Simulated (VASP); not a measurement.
# SnTe: single point with LDA

Crystal: SnTe.

```xyz
2
Lattice="0.0000 3.1914 2.9729 3.1914 0.0000 2.9729 3.1914 3.1914 0.0000" Properties=species:S:1:pos:R:3 pbc="T T T"
Sn    0.0000    0.0000    0.0000
Te    3.1914    3.1914    2.9729
```

| Quantity | Value |
| --- | --- |
| Program | VASP 6.6.1 |
| Task | single point |
| Functional | LDA |
| Potentials or basis | VASP PAW LDA potentials, release 64 (Sn_d, Te) |
| Cutoff | 520 eV |
| k mesh | 10 × 10 × 10 |
| Occupations | gaussian, width 0.03 eV |
| Spin | no spin polarisation |

```
Pressure               : 0.9 GPa
Band gap on the k mesh : 0.18 eV (least direct gap 0.28 eV)
```

Stress tensor (GPa, compression positive):
```
-2.99  0.00  0.00
 0.00 -2.99  0.00
 0.00  0.00  8.55
```

Levels at points of the mesh, in eV from the valence-band top:
```csv
k point,band 6,band 7,band 8,band 9,band 10,band 11,band 12,band 13,band 14,band 15
"(0.00, 0.00, 0.00)",-13.03,-4.56,-2.71,-1.88,-1.88,2.83,2.83,4.64,4.64,4.71
"(0.50, 0.00, 0.00)",-11.66,-8.54,-1.89,-1.75,-0.15,0.18,0.33,0.69,7.82,8.49
"(0.50, 0.50, 0.00)",-11.08,-6.79,-5.85,-3.96,-3.96,1.97,4.90,4.90,7.39,9.18
"(0.50, 0.00, 0.50)",-11.47,-6.32,-5.71,-4.19,-3.34,2.20,4.22,6.22,6.25,8.88
```

Wall time 2.2 min on 1 thread of Intel Xeon 8259CL, on a shared host, peak memory 0.24 GiB.

Caveat: the stress differs along the axes, from -3 to 9 GPa; semilocal functionals underestimate gaps, and a narrow one can read as zero; spin-orbit coupling is left out, which moves the levels of the heavy elements. A k mesh can miss the band edges.
